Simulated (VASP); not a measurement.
# MoS2 in VASP: notebook

The runs below take MoS2 through single point, with PBEsol+U, r2SCAN, PBE+D3(BJ).

All numbers are computed with VASP 6.6.1; they aren't measurements. Logs are shortened: lines on timing, memory, paths and dates and some standing lists are left out, and cuts for length are marked.

## 1. The cell of the first run

The cell holds a slab with vacuum, 3 atoms: a = 3.142 Å, b = 3.142 Å, c = 17.337 Å, α = 90.00°, β = 90.00°, γ = 120.00°.

## 2. Single point, PBEsol+U

Input file INCAR:

```
SYSTEM = MoS2
PREC     = Accurate       ! precision mode
ENCUT    = 520            ! plane-wave cutoff, eV
EDIFF    = 1E-6           ! SCF threshold, eV
ISMEAR   = -1             ! smearing method
SIGMA    = 0.05           ! smearing width, eV
LREAL    = .FALSE.        ! projectors in reciprocal space
LASPH    = .TRUE.         ! aspherical terms in the spheres
NELM     = 150            ! most SCF steps
ALGO     = Normal         ! electronic algorithm
ISIF     = 2              ! what is computed and relaxed
LWAVE    = .FALSE.        ! write WAVECAR
LCHARG   = .TRUE.         ! write CHGCAR
LMAXMIX  = 4              ! l up to which the mixer works
LDAU     = .TRUE.         ! DFT+U
LDAUTYPE = 2            
LDAUL    = 2 -1           ! shell
LDAUU    = 4 0            ! U, eV
LDAUJ    = 0 0          
LDAUPRINT= 1            
GGA      = PS             ! functional
LELF     = .TRUE.         ! ELF
LVHAR    = .TRUE.       
NBANDS   = 20             ! bands
```

Input file KPOINTS:

```
regular mesh
0
G
  10 10 2
  0 0 0
```

Input file POSCAR:

```
MoS2
1.0
    3.1424371302      0.0000000000      0.0000000000
   -1.5712185651      2.7214303846      0.0000000000
    0.0000000000      0.0000000000     17.3369597513
Mo S
1 2
Direct
    0.0000000000      0.0000000000      0.0000000000
    0.3333333333      0.6666666667      0.9102181821
    0.3333333333      0.6666666667      0.0897818179
```

Potentials or basis: VASP PAW PBE potentials, release 64 (Mo_sv, S).

On the command line:

```sh
$ cat potpaw_PBE.64/Mo_sv/POTCAR potpaw_PBE.64/S/POTCAR > POTCAR
$ mpirun -np 1 vasp_std > vasp.out
```

OUTCAR:

```text
SYSTEM = MoS2
   PREC = Accurate
   ENCUT = 520
   EDIFF = 1E-6
   ISMEAR = -1
   LREAL = .FALSE.
   LASPH = .TRUE.
   NELM = 150
   ISIF = 2
   GGA = PS

 ion  position               nearest neighbor table
   1  0.000  0.000  0.000-   2 2.39   3 2.39   2 2.39   3 2.39   2 2.39   3 2.39
   2  0.333  0.667  0.910-   1 2.39   1 2.39   1 2.39
   3  0.333  0.667  0.090-   1 2.39   1 2.39   1 2.39

  LATTYP: Found a hexagonal cell.
 ALAT       =     3.1424371302
 C/A-ratio  =     5.5170426752

  Lattice vectors:

 A1 = (   3.1424371302,   0.0000000000,   0.0000000000)
 A2 = (  -1.5712185651,   2.7214303846,   0.0000000000)
 A3 = (   0.0000000000,   0.0000000000,  17.3369597513)

Analysis of symmetry for initial positions (statically):
=====================================================================
 Subroutine PRICEL returns:
 Original cell was already a primitive cell.

 Routine SETGRP: Setting up the symmetry group for a
 hexagonal supercell.

 Subroutine GETGRP returns: Found 12 space group operations
 (whereof 12 operations were pure point group operations)
 out of a pool of 24 trial point group operations.

The static configuration has the point symmetry D_3h.

Analysis of symmetry for dynamics (positions and initial velocities):
=====================================================================
 Subroutine PRICEL returns:
 Original cell was already a primitive cell.

 Routine SETGRP: Setting up the symmetry group for a
 hexagonal supercell.

 Subroutine GETGRP returns: Found 12 space group operations
 (whereof 12 operations were pure point group operations)
 out of a pool of 24 trial point group operations.

The dynamic configuration has the point symmetry D_3h.

 Subroutine INISYM returns: Found 12 space group operations
 (whereof 12 operations are pure point group operations),
 and found     1 'primitive' translations

----------------------------------------------------------------------------------------

                                     Primitive cell

  volume of cell :     148.2644

  direct lattice vectors                    reciprocal lattice vectors
     3.142437130  0.000000000  0.000000000     0.318224346  0.183726912  0.000000000
    -1.571218565  2.721430385  0.000000000     0.000000000  0.367453823  0.000000000
     0.000000000  0.000000000 17.336959751     0.000000000  0.000000000  0.057680240

  length of vectors
     3.142437130  3.142437130 17.336959751     0.367453823  0.367453823  0.057680240

  position of ions in fractional coordinates (direct lattice)
     0.000000000  0.000000000  0.000000000
     0.333333333  0.666666667  0.910218182
     0.333333333  0.666666667  0.089781818

  ion indices of the primitive-cell ions
   primitive index   ion index
                 1           1
                 2           2
                 3           3

----------------------------------------------------------------------------------------

 KPOINTS: regular mesh

Automatic generation of k-mesh.
 Grid dimensions read from file:
 generate k-points for:   10   10    2

 Generating k-lattice:

  Cartesian coordinates                     Fractional coordinates (reciprocal lattice)
     0.031822435  0.018372691  0.000000000     0.100000000  0.000000000  0.000000000
     0.000000000  0.036745382  0.000000000     0.000000000  0.100000000  0.000000000
     0.000000000  0.000000000  0.028840120     0.000000000  0.000000000  0.500000000

  Length of vectors
     0.036745382  0.036745382  0.028840120

  Shift w.r.t. Gamma in fractional coordinates (k-lattice)
[... 38 lines left out ...]
   dimension x,y,z NGXF=    48 NGYF=   48 NGZF=  280
   ions per type =               1   2
   NGX,Y,Z   is equivalent  to a cutoff of  12.70, 12.70, 13.42 a.u.
   NGXF,Y,Z  is equivalent  to a cutoff of  25.39, 25.39, 26.85 a.u.
 SYSTEM =  MoS2
   PREC   = accura    normal or accurate (medium, high low for compatibility)
   ISTART =      0    job   : 0-new  1-cont  2-samecut
   ICHARG =      2    charge: 1-file 2-atom 10-const
   ISPIN  =      1    spin polarized calculation?
   LNONCOLLINEAR =      F non collinear calculations
   LSORBIT =      F    spin-orbit coupling
   LASPH  =      T    aspherical Exc in radial PAW
   ENCUT  =  520.0 eV  38.22 Ry    6.18 a.u.   5.84  5.84 32.24*2*pi/ulx,y,z
   NELM   =    150;   NELMIN=  2; NELMDL= -5     # of ELM steps
   EDIFF  = 0.1E-05   stopping-criterion for ELM
   LREAL  =      F    real-space projection
   EDIFFG = 0.1E-04   stopping-criterion for IOM
   NSW    =      0    number of steps for IOM
   IBRION =     -1    ionic relax: 0-MD 1-quasi-New 2-CG
   NFREE  =      0    steps in history (QN), initial steepest desc. (CG)
   ISIF   =      2    stress and relaxation
   ISYM   =      2    0-nonsym 1-usesym 2-fastsym
   POTIM  = 0.5000    time-step for ionic-motion
   TEBEG  =    0.0;   TEEND  =   0.0 temperature during run
   PSTRESS=    0.0 pullay stress
   NELECT =      26.0000    total number of electrons
   NUPDOWN=      -1.0000    fix difference up-down
   EMIN   =  10.00;   EMAX   =-10.00  energy-range for DOS
   EFERMI =   0.00;   METHOD = LEGACY
   ISMEAR =    -1;   SIGMA  =   0.05  broadening in eV -4-tet -1-fermi 0-gaus
   EFERMI_NEDOS =   21; number of points for ismear=-14 and -15
   IALGO  =     38    algorithm
   IMIX   =      4    mixing-type and parameters
     AMIX     =   0.40;   BMIX     =  1.00
     AMIX_MAG =   1.60;   BMIX_MAG =  1.00
  volume/ion in A,a.u.               =      49.42       333.51
  Fermi-wavevector in a.u.,A,eV,Ry     =   0.916334  1.731620 11.424371  0.839668
  Thomas-Fermi vector in A             =   2.041177
   LORBIT       =      0    0 simple, 1 ext, 2 COOP (PROOUT), +10 PAW based schemes
 LDA+U is selected, type is set to LDAUTYPE =  2
   angular momentum for each species LDAUL =     2   -1
   U (eV)           for each species LDAUU =   4.0  0.0
   J (eV)           for each species LDAUJ =   0.0  0.0
   GGA     = PS    functional components
   LHFCALC =     F    Hartree Fock is set to
   AEXX    =    0.0000 exact exchange contribution
   IVDW    =     0    specifies the selected vdW correction
   LEPSILON=     F    determine dielectric tensor
   LRPA    =     F    only Hartree local field effects (RPA)
 non-spin polarized calculation
  energy-cutoff  :      520.00
  volume of cell :      148.26
 maximum number of plane-waves:      4016
 NGX is ok and might be reduce to    24
   NGX = 11   NGY = 11   NGZ = 65

atom =   1  type =  1  l = 2

 onsite density matrix

spin component  1

  0.3955 -0.0000  0.0000  0.0000 -0.0000
 -0.0000  0.3834 -0.0000  0.0000 -0.0000
  0.0000 -0.0000  0.4230  0.0000  0.0000
  0.0000  0.0000  0.0000  0.3834 -0.0000
 -0.0000 -0.0000  0.0000 -0.0000  0.3955

spin component  2

  0.3955 -0.0000  0.0000  0.0000 -0.0000
 -0.0000  0.3834 -0.0000  0.0000 -0.0000
  0.0000 -0.0000  0.4230  0.0000  0.0000
  0.0000  0.0000  0.0000  0.3834 -0.0000
 -0.0000 -0.0000  0.0000 -0.0000  0.3955

 occupancies and eigenvectors

  o =  0.3834  v =  0.0000  0.0000  0.0000 -1.0000 -0.0000  0.0000  0.0000  0.0000  0.0000  0.0000      0.0000  0.0000  0.0000  0.0000  0.0000  0.0000  0.0000  0.0000  0.0000  0.0000
  o =  0.3834  v =  0.0000  0.0000  0.0000  0.0000  0.0000  0.0000  0.0000  0.0000 -1.0000 -0.0000      0.0000  0.0000  0.0000  0.0000  0.0000  0.0000  0.0000  0.0000  0.0000  0.0000
  o =  0.3834  v =  0.0000  1.0000  0.0000  0.0000  0.0000  0.0000  0.0000  0.0000  0.0000  0.0000      0.0000  0.0000  0.0000  0.0000  0.0000  0.0000  0.0000  0.0000  0.0000  0.0000
  o =  0.3834  v =  0.0000  0.0000  0.0000  0.0000  0.0000  0.0000  1.0000  0.0000  0.0000  0.0000      0.0000  0.0000  0.0000  0.0000  0.0000  0.0000  0.0000  0.0000  0.0000  0.0000
  o =  0.3955  v =  0.0000  0.0000  0.0000  0.0000  0.0000  0.0000 -0.0000 -0.0000 -0.0000  1.0000      0.0000  0.0000  0.0000  0.0000  0.0000  0.0000  0.0000  0.0000  0.0000  0.0000
  o =  0.3955  v =  0.0000 -0.0000 -0.0000 -0.0000  1.0000  0.0000  0.0000  0.0000  0.0000  0.0000      0.0000  0.0000  0.0000  0.0000  0.0000  0.0000  0.0000  0.0000  0.0000  0.0000
  o =  0.3955  v =  1.0000  0.0000  0.0000  0.0000  0.0000  0.0000  0.0000  0.0000  0.0000  0.0000      0.0000  0.0000  0.0000  0.0000  0.0000  0.0000  0.0000  0.0000  0.0000  0.0000
  o =  0.3955  v =  0.0000  0.0000  0.0000  0.0000  0.0000  1.0000  0.0000  0.0000  0.0000  0.0000      0.0000  0.0000  0.0000  0.0000  0.0000  0.0000  0.0000  0.0000  0.0000  0.0000
  o =  0.4230  v =  0.0000  0.0000  0.0000  0.0000  0.0000  0.0000  0.0000 -1.0000  0.0000 -0.0000      0.0000  0.0000  0.0000  0.0000  0.0000  0.0000  0.0000  0.0000  0.0000  0.0000
  o =  0.4230  v =  0.0000  0.0000 -1.0000  0.0000 -0.0000  0.0000  0.0000  0.0000  0.0000  0.0000      0.0000  0.0000  0.0000  0.0000  0.0000  0.0000  0.0000  0.0000  0.0000  0.0000

 number of electron      26.0000000 magnetization

 Free energy of the ion-electron system (eV)
  ---------------------------------------------------
  ext. energy  EPLUGINS =         0.00000000
  ---------------------------------------------------
  free energy    TOTEN  =       -18.62504750 eV

  energy without entropy =      -18.62504750  energy(sigma->0) =      -18.62504750

 E-fermi :  -0.4269     XC(G=0):  -4.4641

 val. band max:       -1.4112449565   @ k =   0.0000   0.0000   0.0000
 cond. band min:       0.5727388568   @ k =   0.3000   0.3000   0.0000
 fundamental gap:      1.9839838133
 Fermi energy:        -0.4268649818

 k-point     1 :       0.0000    0.0000    0.0000
  band No.  band energies     occupation
      1     -62.4130      2.00000
      2     -36.5955      2.00000
      3     -36.3576      2.00000
      4     -36.3576      2.00000
      5     -15.6139      2.00000
      6     -14.2244      2.00000
[... 541 lines left out ...]
     19       7.0964      0.00000
     20       7.2498      0.00000

 [... further k-points ...]

------------------------ aborting loop because EDIFF is reached ----------------------------------------

  FORCE on cell =-STRESS in cart. coord.  units (eV):
  Direction    XX          YY          ZZ          XY          YZ          ZX
  --------------------------------------------------------------------------------------
  -------------------------------------------------------------------------------------
  Total        0.7630113      0.7630113      0.9219042      0.0000000      0.0000000      0.0000000
  in kB        8.2452679      8.2452679      9.9622999      0.0000000      0.0000000      0.0000000
  external PRESSURE =       8.8176119 kB  Pullay stress =       0.0000000 kB

 VOLUME and BASIS-vectors are now :
 -----------------------------------------------------------------------------
  energy-cutoff  :      520.00
  volume of cell :      148.26
      direct lattice vectors                 reciprocal lattice vectors
     3.142437130  0.000000000  0.000000000     0.318224346  0.183726912  0.000000000
    -1.571218565  2.721430385  0.000000000     0.000000000  0.367453823  0.000000000
     0.000000000  0.000000000 17.336959751     0.000000000  0.000000000  0.057680240

 POSITION                                       TOTAL-FORCE (eV/Angst)
 -----------------------------------------------------------------------------------
      0.00000      0.00000      0.00000         0.000000      0.000000      0.000000
     -0.00000      1.81429     15.78042         0.000000     -0.000000     -0.303497
     -0.00000      1.81429      1.55654        -0.000000     -0.000000      0.303497
 -----------------------------------------------------------------------------------
    total drift:                                0.000000     -0.000000     -0.000000

  FREE ENERGIE OF THE ION-ELECTRON SYSTEM (eV)
  ---------------------------------------------------
  free  energy   TOTEN  =       -18.6250474968 eV

  energy  without entropy=      -18.6250474961  energy(sigma->0) =      -18.62504750
```

Wall time 45 s (1 thread of Intel Xeon 6975P-C (Granite Rapids), shared host); peak memory 0.29 GiB.

What came out:

```
Free energy            : -18.6250 eV
Largest force          : 0.303 eV/Å
Band gap on the k mesh : 1.98 eV (least direct gap 2.00 eV)
```

Forces in eV/Å, atoms in the order of the input:
```
Mo   0.000  0.000  0.000
S    0.000  0.000 -0.303
S    0.000  0.000  0.303
```

Eigenvalues of the final occupation matrices:
| site | spin | trace | eigenvalues |
| --- | --- | --- | --- |
| site 1 d | 1 | 1.98 | 0.38 0.38 0.40 0.40 0.42 |
| site 1 d | 2 | 1.98 | 0.38 0.38 0.40 0.40 0.42 |

Caveat: the PAW data sets were made with another functional, which shifts forces and pressure a little.

## 3. Single point, PBEsol+U

Input file INCAR:

```
SYSTEM = MoS2
PREC     = Accurate       ! precision mode
ENCUT    = 520            ! plane-wave cutoff, eV
EDIFF    = 1E-7           ! SCF threshold, eV
ISMEAR   = -1             ! smearing method
SIGMA    = 0.05           ! smearing width, eV
LREAL    = .False.        ! projectors in reciprocal space
LASPH    = .True.         ! aspherical terms in the spheres
NELM     = 150            ! most SCF steps
ALGO     = Normal         ! electronic algorithm
ISIF     = 2              ! what is computed and relaxed
LWAVE    = .False.        ! write WAVECAR
LCHARG   = .False.        ! write CHGCAR
LMAXMIX  = 4              ! l up to which the mixer works
LDAU     = .True.         ! DFT+U
LDAUTYPE = 2            
LDAUL    = 2 -1           ! shell
LDAUU    = 5 0            ! U, eV
LDAUJ    = 0 0          
LDAUPRINT= 1            
GGA      = PS             ! functional
NBANDS   = 20             ! bands
```

Input file KPOINTS:

```
Automatic mesh
0
Gamma
  10 10 2
  0 0 0
```

Input file POSCAR:

```
MoS2
1.0
    3.1436560126      0.0000000000      0.0000000000
   -1.5718280063      2.7224859677      0.0000000000
    0.0000000000      0.0000000000     17.3367653036
Mo S
1 2
Direct
    0.0000000000      0.0000000000      0.0000000000
    0.3333333333      0.6666666667      0.9102660312
    0.3333333333      0.6666666667      0.0897339688
```

Potentials or basis: VASP PAW PBE potentials, release 64 (Mo_sv, S).

On the command line:

```sh
$ cat potpaw_PBE.64/Mo_sv/POTCAR potpaw_PBE.64/S/POTCAR > POTCAR
$ mpirun -np 1 vasp_std > vasp.out
```

Wall time 45 s (1 thread of Intel Xeon 6975P-C (Granite Rapids), shared host); peak memory 0.29 GiB.

The run converged. Its results:

| Property | Result |
| --- | --- |
| Free energy | -17.4316 eV |
| Largest force | 0.389 eV/Å |
| Band gap on the k mesh | 1.96 eV (least direct gap 1.97 eV) |

Forces in eV/Å, atoms in the order of the input:
```
Mo   0.000  0.000  0.000
S    0.000  0.000 -0.389
S    0.000  0.000  0.389
```

Levels at points of the mesh, in eV from the valence-band top:
| k point | band 11 | band 12 | band 13 | band 14 | band 15 | band 16 |
| --- | --- | --- | --- | --- | --- | --- |
| (0.00, 0.00, 0.00) | -1.30 | -1.30 | 0.00 | 3.01 | 3.01 | 3.26 |
| (0.50, 0.00, 0.00) | -1.82 | -0.86 | -0.64 | 2.56 | 2.98 | 4.08 |
| (0.00, 0.00, 0.50) | -1.30 | -1.30 | 0.00 | 3.01 | 3.01 | 3.26 |
| (0.50, 0.00, 0.50) | -1.82 | -0.86 | -0.64 | 2.56 | 2.98 | 4.08 |

Eigenvalues of the final occupation matrices:
```csv
site,spin,trace,eigenvalues
site 1 d,1,1.97,0.38 0.38 0.39 0.39 0.42
site 1 d,2,1.97,0.38 0.38 0.39 0.39 0.42
```

Caveat: the PAW data sets were made with another functional, which shifts forces and pressure a little.

## 4. Single point, PBEsol+U

Input file INCAR:

```
PREC = Accurate ; ENCUT = 520
EDIFF = 1E-6 ; ISMEAR = -1
SIGMA = 0.05 ; LREAL = F
LASPH = T ; NELM = 150
ALGO = Normal ; ISIF = 2
LWAVE = F ; LCHARG = F
LMAXMIX = 4 ; LDAU = T
LDAUTYPE = 2 ; LDAUL = 2 -1
LDAUU = 6 0 ; LDAUJ = 0 0
LDAUPRINT = 1 ; GGA = PS
NBANDS = 20
```

Input file KPOINTS:

```
regular mesh
0
Gamma
  10 10 2
```

Input file POSCAR:

```
MoS2
1.0
    3.1453635859      0.0000000000      0.0000000000
   -1.5726817929      2.7239647695      0.0000000000
    0.0000000000      0.0000000000     17.3363268248
Mo S
1 2
Direct
    0.0000000000      0.0000000000      0.0000000000
    0.3333333333      0.6666666667      0.9102978710
    0.3333333333      0.6666666667      0.0897021290
```

On the command line:

```sh
$ cat potpaw_PBE.64/Mo_sv/POTCAR potpaw_PBE.64/S/POTCAR > POTCAR
$ mpirun -np 1 vasp_std > vasp.out
```

Run time: 45 s. Hardware: 1 thread of Intel Xeon 6975P-C (Granite Rapids), shared host; peak memory 0.29 GiB.

The run converged. Its results:

| Property | Result |
| --- | --- |
| Free energy | -16.2418 eV |
| Largest force | 0.470 eV/Å |
| Band gap on the k mesh | 1.93 eV |

Forces on the atoms (eV/Å):
```
Mo   0.000  0.000  0.000
S    0.000  0.000 -0.470
S    0.000  0.000  0.470
```

Levels at points of the mesh, in eV from the valence-band top:
```csv
k point,band 10,band 11,band 12,band 13,band 14,band 15,band 16,band 17
"(0.00, 0.00, 0.00)",-1.81,-1.28,-1.28,-0.01,3.02,3.02,3.26,3.26
"(0.50, 0.00, 0.00)",-3.03,-1.81,-0.87,-0.66,2.58,2.97,4.08,4.67
"(0.00, 0.00, 0.50)",-1.81,-1.28,-1.28,-0.01,3.02,3.02,3.26,3.26
"(0.50, 0.00, 0.50)",-3.03,-1.81,-0.87,-0.66,2.58,2.97,4.08,4.67
```

Eigenvalues of the final occupation matrices:
| site | spin | trace | eigenvalues |
| --- | --- | --- | --- |
| site 1 d | 1 | 1.95 | 0.38 0.38 0.39 0.39 0.43 |
| site 1 d | 2 | 1.95 | 0.38 0.38 0.39 0.39 0.43 |

Caveat: the PAW data sets were made with another functional, which shifts forces and pressure a little.

[end of part 1 of 2]
